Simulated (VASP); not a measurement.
A run of VASP 6.6.1 is set up as follows.

POSCAR

```
WS2
1.0
    3.1810953945      0.0000000000      0.0000000000
   -1.5905476972      2.7549094235      0.0000000000
    0.0000000000      0.0000000000     17.7135232446
W S
1 2
Direct
    0.3333333333      0.6666666667      0.0000000000
    0.6666666667      0.3333333333      0.9119869470
    0.6666666667      0.3333333333      0.0880130530
```

The input INCAR.step1:

```
ALGO = Normal
EDIFF = 1E-4
ENCUT = 520
GGA = PE
ISMEAR = 0
LASPH = True
LCHARG = False
LREAL = False
LWAVE = True
NBANDS = 20
NELM = 80
PREC = Accurate
SIGMA = 0.02
```

The input INCAR.step2:

```
ALGO = Normal
EDIFF = 1E-6
ENCUT = 520
ISIF = 2
ISMEAR = 0
ISTART = 1
LASPH = True
LCHARG = False
LMIXTAU = True
LREAL = False
LWAVE = False
METAGGA = R2SCAN
NBANDS = 20
NELM = 80
PREC = Accurate
SIGMA = 0.02
```

Contents of KPOINTS:

```
k-points
0
Gamma
  12 12 2
```

Potentials or basis: VASP PAW PBE potentials, release 64 (W_sv, S).

Launch:

```sh
$ cat potpaw_PBE.64/W_sv/POTCAR potpaw_PBE.64/S/POTCAR > POTCAR
$ cp INCAR.step1 INCAR
$ mpirun -np 1 vasp_std > vasp.out
$ cp INCAR.step2 INCAR
$ mpirun -np 1 vasp_std > vasp.out
```

Task: What does it give for the band gap on the k mesh?

Result: 1.91 eV (least direct gap 1.93 eV).

Task: What does it give for the largest force?

Result: 0.026 eV/Å.

Forces in eV/Å, atoms in the order of the input:
```
W    0.000  0.000  0.000
S    0.000  0.000 -0.026
S    0.000  0.000  0.026
```

Caveat: the cell differs from its parent crystal (strain along c alone, the other axes held: +4.5 %, then relaxed in part); the PAW data sets were made with another functional, which shifts forces and pressure a little; spin-orbit coupling is left out, which moves the levels of the heavy elements.
